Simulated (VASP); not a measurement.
Runs of VASP 6.6.1 on BP. The structure is that of space group P4_132 (No. 213), or close to it. The cells are those of the table. 

```csv
task,cell,k mesh,cutoff (eV),gap on the mesh (eV),pressure (GPa)
single point,"a = 5.158 Å, 8 atoms",4 × 4 × 4,520,none,(a)
single point,"a = 5.321 Å, 8 atoms",4 × 4 × 4,520,none,0.0
relaxation of cell and atoms,"relaxed from a = 5.321 Å, 8 atoms",8 × 8 × 8,600,none,0.1
single point,"a = 5.321 Å, 8 atoms",8 × 8 × 8,520,none,-0.1
```

Alike in all rows: level PBE; potentials or basis VASP PAW PBE potentials, release 64 (B, P); no spin polarisation; smearing gaussian 0.1 eV.

Question: Fill in the values left out.

Answer: (a) 9.5.

A gap of «none» marks levels without a gap at the run's occupations.
